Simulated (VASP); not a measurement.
Wanted: the native input for a VASP 6.6.1 run.

* Task: single point
* Functional: PBEsol
* Potentials or basis: VASP PAW PBE potentials, release 64 (Ta_pv)
* Cutoff: 520 eV
* k mesh: 20 × 20 × 20
* Occupations: gaussian, width 0.15 eV
* Spin: no spin polarisation
* Dipole correction: no
* Further INCAR settings: ALGO = Fast; EDIFF = 1e-07; NBANDS = 12

The structure of Ta lies in POSCAR:

```
Ta
1.0
   -1.6182544000      1.6843056000      1.6512800000
    1.6182544000     -1.6843056000      1.6512800000
    1.6182544000      1.6843056000     -1.6512800000
Ta
1
Direct
    0.0000000000      0.0000000000      0.0000000000
```

This cell differs from its parent crystal: strain -0.0200 x Voigt [1, -1, 0, 0, 0, 0].

The input as run:

INCAR

```
SYSTEM = Ta
PREC = Accurate ; ENCUT = 520
EDIFF = 1E-7 ; ISMEAR = 0
SIGMA = 0.15 ; LREAL = .FALSE.
LASPH = .TRUE. ; NELM = 80
ALGO = Fast ; ISIF = 2
LWAVE = .FALSE. ; LCHARG = .FALSE.
GGA = PS ; NBANDS = 12
```

KPOINTS

```
regular mesh
0
G
  20 20 20
  0 0 0
```

Potentials or basis: VASP PAW PBE potentials, release 64 (Ta_pv).

Launch:

```sh
$ cat potpaw_PBE.64/Ta_pv/POTCAR > POTCAR
$ mpirun -np 1 vasp_std > vasp.out
```

Results of the run:

* Pressure: -3.5 GPa
* Band gap on the k mesh: zero (an odd number of electrons rules out a gap without spin polarisation)

Caveat: the cell differs from its parent crystal (strain -0.0200 x Voigt [1, -1, 0, 0, 0, 0]); the cell stands under tension; the PAW data sets were made with another functional, which shifts forces and pressure a little; spin-orbit coupling is left out, which moves the levels of the heavy elements.

Wall time 2.3 min on 1 thread of Intel(R) Xeon(R) Platinum 8488C (Sapphire Rapids), on a shared host, peak memory 0.35 GiB.
